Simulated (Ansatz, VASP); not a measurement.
# PtSe2: VASP beside Ansatz

```
CELL_PARAMETERS angstrom
3.72400 0.00000 0.00000
-1.86200 3.22508 0.00000
0.00000 0.00000 5.06200
ATOMIC_POSITIONS crystal
Pt 0.00000 0.00000 0.00000
Se 0.66667 0.33333 0.75000
Se 0.33333 0.66667 0.25000
```

Alike in both runs: task relaxation of cell and atoms; functional PBEsol; dispersion D4; k mesh 8 × 8 × 5; occupations fermi-dirac, width 0.05 eV; no spin polarisation.

|  | VASP | Ansatz |
| --- | --- | --- |
| version | VASP 6.6.1 | Ansatz 0.2.0 |
| potentials or method | VASP PAW PBE potentials, release 64 (Pt, Se) | Ansatz PAW |
| plane-wave cutoff (eV) | 600 | 420 |
| valence electrons in the cell | 22 | 50 |

```csv
,VASP,Ansatz,Ansatz less VASP
relaxed volume (Å³/atom),19.08,19.06,-0.018
relaxed length of the cell vector where the two differ most in proportion (Å),3.747,3.745,-0.0018
```

VASP's potentials were made for PBE, not for PBEsol. VASP's potentials hold 22 valence electrons a cell and Ansatz's 50, so a difference there can come from the potentials and not from the codes.

Spin-orbit coupling is off throughout. Noted on Ansatz's run: the plane-wave basis is chosen anew once the cell has moved, so the energies of steps on either side of that aren't comparable.
